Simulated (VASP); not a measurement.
# TiO2 (I-42d) in VASP: a series of runs, part 2 of 2

VASP 6.6.1. Earlier steps stand in the parts before.

## (3) Single point, PBE

The input, INCAR:

```
PREC = Accurate
ENCUT = 520
EDIFF = 1E-6
ISMEAR = 0
SIGMA = 0.02
LREAL = F
LASPH = T
NELM = 80
ALGO = Normal
ISIF = 2
LWAVE = F
LCHARG = F
GGA = PE
NBANDS = 33
```

The input, KPOINTS:

```
Automatic mesh
0
Gamma
  6 6 6
```

The input, POSCAR:

```
TiO2
1.0
   -2.9654130727      2.9654130727      4.2024999322
    2.9654130727     -2.9654130727      4.2024999322
    2.9654130727      2.9654130727     -4.2024999322
Ti O
2 4
Direct
    0.0000000000      0.0000000000      0.0000000000
    0.7500000000      0.2500000000      0.5000000000
    0.3750000000      0.1269062642      0.2519062642
    0.8769062642      0.6250000000      0.7519062642
    0.8730937358      0.1250000000      0.2480937358
    0.8750000000      0.1230937358      0.7480937358
```

Potentials or basis: VASP PAW PBE potentials, release 64 (Ti_sv, O).

Command:

```
$ cat potpaw_PBE.64/Ti_sv/POTCAR potpaw_PBE.64/O/POTCAR > POTCAR
$ mpirun -np 1 vasp_std > vasp.out
```

OUTCAR:

```text
PREC = Accurate
   ENCUT = 520
   EDIFF = 1E-6
   ISMEAR = 0
   LREAL = F
   LASPH = T
   NELM = 80
   ISIF = 2
   GGA = PE

 ion  position               nearest neighbor table
   1  0.000  0.000  0.000-   3 1.82   6 1.82   5 1.82   4 1.82
   2  0.750  0.250  0.500-   4 1.82   5 1.82   3 1.82   6 1.82
   3  0.375  0.127  0.252-   1 1.82   2 1.82
   4  0.877  0.625  0.752-   2 1.82   1 1.82
   5  0.873  0.125  0.248-   2 1.82   1 1.82
   6  0.875  0.123  0.748-   1 1.82   2 1.82

  LATTYP: Found a body centered tetragonal cell.
 ALAT       =     5.9308261454
 C/A-ratio  =     1.4171718507

  Lattice vectors:

 A1 = (  -2.9654130727,   2.9654130727,   4.2024999322)
 A2 = (   2.9654130727,  -2.9654130727,   4.2024999322)
 A3 = (   2.9654130727,   2.9654130727,  -4.2024999322)

Analysis of symmetry for initial positions (statically):
=====================================================================
 Subroutine PRICEL returns:
 Original cell was already a primitive cell.

 Routine SETGRP: Setting up the symmetry group for a
 body centered tetragonal supercell.

 Subroutine GETGRP returns: Found  8 space group operations
 (whereof  4 operations were pure point group operations)
 out of a pool of 16 trial point group operations.

The static configuration has the point symmetry S_4 .
 The point group associated with its full space group is D_2d.

Analysis of symmetry for dynamics (positions and initial velocities):
=====================================================================
 Subroutine PRICEL returns:
 Original cell was already a primitive cell.

 Routine SETGRP: Setting up the symmetry group for a
 body centered tetragonal supercell.

 Subroutine GETGRP returns: Found  8 space group operations
 (whereof  4 operations were pure point group operations)
 out of a pool of 16 trial point group operations.

The dynamic configuration has the point symmetry S_4 .
 The point group associated with its full space group is D_2d.

 Subroutine INISYM returns: Found  8 space group operations
 (whereof  4 operations are pure point group operations),
 and found     1 'primitive' translations

----------------------------------------------------------------------------------------

                                     Primitive cell

  volume of cell :     147.8217

  direct lattice vectors                    reciprocal lattice vectors
    -2.965413073  2.965413073  4.202499932     0.000000000  0.168610574  0.118976801
     2.965413073 -2.965413073  4.202499932     0.168610574  0.000000000  0.118976801
     2.965413073  2.965413073 -4.202499932     0.168610574  0.168610574  0.000000000

  length of vectors
     5.937032513  5.937032513  5.937032513     0.206361345  0.206361345  0.238451360

  position of ions in fractional coordinates (direct lattice)
     0.000000000  0.000000000  0.000000000
     0.750000000  0.250000000  0.500000000
     0.375000000  0.126906264  0.251906264
     0.876906264  0.625000000  0.751906264
     0.873093736  0.125000000  0.248093736
     0.875000000  0.123093736  0.748093736

  ion indices of the primitive-cell ions
   primitive index   ion index
                 1           1
[... 33 lines left out ...]
            Coordinates               Weight
  0.000000  0.000000  0.000000      1.000000
  0.166667 -0.000000  0.000000      8.000000
  0.333333 -0.000000  0.000000      8.000000
  0.500000 -0.000000  0.000000      4.000000
  0.166667  0.166667  0.000000      8.000000
  0.333333  0.166667  0.000000     16.000000
[... 16 lines left out ...]
 -0.333333 -0.333333  0.166667      8.000000
 -0.166667 -0.333333  0.166667      8.000000
 [... further k-points ...]
   k-points           NKPTS =     30   k-points in BZ     NKDIM =     30   number of bands    NBANDS=     33
   number of dos      NEDOS =    301   number of ions     NIONS =      6
   total plane-waves  NPLWV = 110592
   dimension x,y,z NGX =    48 NGY =   48 NGZ =   48
   dimension x,y,z NGXF=    96 NGYF=   96 NGZF=   96
   ions per type =               2   4
   NGX,Y,Z   is equivalent  to a cutoff of  13.44, 13.44, 13.44 a.u.
   NGXF,Y,Z  is equivalent  to a cutoff of  26.88, 26.88, 26.88 a.u.
 SYSTEM =  unknown system
   PREC   = accura    normal or accurate (medium, high low for compatibility)
   ISTART =      0    job   : 0-new  1-cont  2-samecut
   ICHARG =      2    charge: 1-file 2-atom 10-const
   ISPIN  =      1    spin polarized calculation?
   LNONCOLLINEAR =      F non collinear calculations
   LSORBIT =      F    spin-orbit coupling
   LASPH  =      T    aspherical Exc in radial PAW
   ENCUT  =  520.0 eV  38.22 Ry    6.18 a.u.  11.04 11.04 11.04*2*pi/ulx,y,z
   NELM   =     80;   NELMIN=  2; NELMDL= -5     # of ELM steps
   EDIFF  = 0.1E-05   stopping-criterion for ELM
   LREAL  =      F    real-space projection
   EDIFFG = 0.1E-04   stopping-criterion for IOM
   NSW    =      0    number of steps for IOM
   IBRION =     -1    ionic relax: 0-MD 1-quasi-New 2-CG
   NFREE  =      0    steps in history (QN), initial steepest desc. (CG)
   ISIF   =      2    stress and relaxation
   ISYM   =      2    0-nonsym 1-usesym 2-fastsym
   POTIM  = 0.5000    time-step for ionic-motion
   TEBEG  =    0.0;   TEEND  =   0.0 temperature during run
   PSTRESS=    0.0 pullay stress
   NELECT =      48.0000    total number of electrons
   NUPDOWN=      -1.0000    fix difference up-down
   EMIN   =  10.00;   EMAX   =-10.00  energy-range for DOS
   EFERMI =   0.00;   METHOD = LEGACY
   ISMEAR =     0;   SIGMA  =   0.02  broadening in eV -4-tet -1-fermi 0-gaus
   EFERMI_NEDOS =   21; number of points for ismear=-14 and -15
   IALGO  =     38    algorithm
   IMIX   =      4    mixing-type and parameters
     AMIX     =   0.40;   BMIX     =  1.00
     AMIX_MAG =   1.60;   BMIX_MAG =  1.00
  volume/ion in A,a.u.               =      24.64       166.26
  Fermi-wavevector in a.u.,A,eV,Ry     =   1.125233  2.126382 17.227014  1.266150
  Thomas-Fermi vector in A             =   2.261909
   LORBIT       =      0    0 simple, 1 ext, 2 COOP (PROOUT), +10 PAW based schemes
   GGA     = PE    functional components
   LHFCALC =     F    Hartree Fock is set to
   AEXX    =    0.0000 exact exchange contribution
   IVDW    =     0    specifies the selected vdW correction
   LEPSILON=     F    determine dielectric tensor
   LRPA    =     F    only Hartree local field effects (RPA)
 non-spin polarized calculation
 Gauss-broadening in eV      SIGMA  =   0.02
  energy-cutoff  :      520.00
  volume of cell :      147.82
 maximum number of plane-waves:      3996
 NGX is ok and might be reduce to    48
   NGX = 23   NGY = 23   NGZ = 23

 number of electron      48.0000005 magnetization

 Free energy of the ion-electron system (eV)
  ---------------------------------------------------
  ext. energy  EPLUGINS =         0.00000000
  ---------------------------------------------------
  free energy    TOTEN  =       -53.71194894 eV

  energy without entropy =      -53.71194894  energy(sigma->0) =      -53.71194894

 E-fermi :  -2.3857     XC(G=0):  -6.5133

 val. band max:       -2.5066487558   @ k =   0.5000  -0.0000   0.0000
 cond. band min:       0.7392684028   @ k =   0.0000   0.0000   0.0000
 fundamental gap:      3.2459171586
 Fermi energy:        -2.3857344813

 k-point     1 :       0.0000    0.0000    0.0000
  band No.  band energies     occupation
      1     -57.9760      2.00000
      2     -57.9673      2.00000
      3     -34.3703      2.00000
      4     -34.3703      2.00000
      5     -34.3703      2.00000
      6     -34.2683      2.00000
[... 853 lines left out ...]
     32       3.6955      0.00000
     33       4.4611      0.00000

 [... further k-points ...]

------------------------ aborting loop because EDIFF is reached ----------------------------------------

  FORCE on cell =-STRESS in cart. coord.  units (eV):
  Direction    XX          YY          ZZ          XY          YZ          ZX
  --------------------------------------------------------------------------------------
  -------------------------------------------------------------------------------------
  Total        0.3398229      0.3398229      0.2951090      0.0000000     -0.0000000      0.0000000
  in kB        3.6831986      3.6831986      3.1985637      0.0000000     -0.0000000      0.0000000
  external PRESSURE =       3.5216536 kB  Pullay stress =       0.0000000 kB

 VOLUME and BASIS-vectors are now :
 -----------------------------------------------------------------------------
  energy-cutoff  :      520.00
  volume of cell :      147.82
      direct lattice vectors                 reciprocal lattice vectors
    -2.965413073  2.965413073  4.202499932     0.000000000  0.168610574  0.118976801
     2.965413073 -2.965413073  4.202499932     0.168610574  0.000000000  0.118976801
     2.965413073  2.965413073 -4.202499932     0.168610574  0.168610574  0.000000000

 POSITION                                       TOTAL-FORCE (eV/Angst)
 -----------------------------------------------------------------------------------
      0.00000      0.00000      0.00000         0.000000     -0.000000      0.000000
      0.00000      2.96541      2.10125         0.000000     -0.000000      0.000000
      0.01131      1.48271      1.05062        -0.000605     -0.000000      0.000000
      1.48271      2.97672      3.15187         0.000000     -0.000605      0.000000
     -1.48271      2.95411      3.15187         0.000000      0.000605     -0.000000
     -0.01131      4.44812      1.05062         0.000605     -0.000000     -0.000000
 -----------------------------------------------------------------------------------
    total drift:                                0.000000      0.000000      0.000001

  FREE ENERGIE OF THE ION-ELECTRON SYSTEM (eV)
  ---------------------------------------------------
  free  energy   TOTEN  =       -53.7119489434 eV

  energy  without entropy=      -53.7119489434  energy(sigma->0) =      -53.71194894
```

OSZICAR:

```text
N       E                     dE             d eps       ncg     rms          rms(c)
DAV:   1     0.614474714546E+03    0.61447E+03   -0.23433E+04  1988   0.143E+03
DAV:   2     0.117038316813E+02   -0.60277E+03   -0.57815E+03  2614   0.423E+02
DAV:   3    -0.652937028551E+02   -0.76998E+02   -0.76467E+02  2872   0.163E+02
DAV:   4    -0.704683906697E+02   -0.51747E+01   -0.51681E+01  3215   0.389E+01
DAV:   5    -0.706850628410E+02   -0.21667E+00   -0.21665E+00  2600   0.547E+00    0.352E+01
DAV:   6    -0.541257952180E+02    0.16559E+02   -0.96599E+01  2859   0.919E+01    0.139E+01
DAV:   7    -0.539724906650E+02    0.15330E+00   -0.23705E+01  2855   0.391E+01    0.108E+01
DAV:   8    -0.536609740322E+02    0.31152E+00   -0.12619E+00  2616   0.123E+01    0.418E+00
DAV:   9    -0.537258981449E+02   -0.64924E-01   -0.36384E-01  3132   0.459E+00    0.167E+00
DAV:  10    -0.537265795271E+02   -0.68138E-03   -0.25122E-01  2676   0.589E+00    0.112E+00
DAV:  11    -0.537113922564E+02    0.15187E-01   -0.43239E-02  2816   0.226E+00    0.147E-01
DAV:  12    -0.537121851397E+02   -0.79288E-03   -0.52314E-03  2521   0.470E-01    0.124E-01
DAV:  13    -0.537119876902E+02    0.19745E-03   -0.85680E-04  2913   0.272E-01    0.524E-02
DAV:  14    -0.537119637334E+02    0.23957E-04   -0.21105E-04  2577   0.161E-01    0.380E-02
DAV:  15    -0.537119489307E+02    0.14803E-04   -0.55453E-05  2863   0.757E-02    0.418E-03
DAV:  16    -0.537119489434E+02   -0.12672E-07   -0.45536E-06  2404   0.159E-02
   1 F= -.53711949E+02 E0= -.53711949E+02  d E =-.852161E-19
```

Wall time 5.1 min (1 thread of Oxide Virtual Turin-like, shared host); peak memory 0.34 GiB.

Results:

```
Free energy            : -53.7119 eV
Pressure               : 0.4 GPa
Band gap on the k mesh : 3.25 eV, indirect (the least direct gap lies 1.9 meV higher)
```

## (4) Single point, PBE

The input, INCAR:

```
SYSTEM = TiO2
PREC = Accurate ; ENCUT = 520
EDIFF = 1E-6 ; ISMEAR = 0
SIGMA = 0.02 ; LREAL = .FALSE.
LASPH = .TRUE. ; NELM = 60
ALGO = Normal ; ISIF = 2
LWAVE = .FALSE. ; LCHARG = .TRUE.
GGA = PE ; LELF = .TRUE.
LVHAR = .TRUE. ; NBANDS = 33
```

The input, KPOINTS:

```
Automatic mesh
0
G
  6 6 6
  0 0 0
```

POSCAR is that of step 3.

Command:

```
$ cat potpaw_PBE.64/Ti_sv/POTCAR potpaw_PBE.64/O/POTCAR > POTCAR
$ mpirun -np 1 vasp_std > vasp.out
```

Run time: 5.2 min. Hardware: 1 thread of Oxide Virtual Turin-like, shared host; peak memory 0.34 GiB.

Results (log left out):

```
Free energy            : -53.7119 eV
Pressure               : 0.4 GPa
Band gap on the k mesh : 3.25 eV, indirect (the least direct gap lies 1.9 meV higher)
```

Levels at points of the mesh, in eV from the valence-band top:
```
           k point  band 21  band 22  band 23  band 24  band 25  band 26  band 27  band 28
(0.00, 0.00, 0.00)    -1.26     0.00     0.00     0.00     3.25     3.25     4.18     4.18
(0.50, 0.00, 0.00)    -1.43    -0.66    -0.65     0.00     3.67     3.67     5.20     5.21
(0.50, 0.50, 0.00)    -1.38    -1.38    -0.37    -0.37     4.13     4.13     4.96     4.96
(0.50, 0.50, 0.50)    -1.38    -1.38    -0.37    -0.37     4.13     4.13     4.96     4.96
```

A k mesh can miss the band edges.
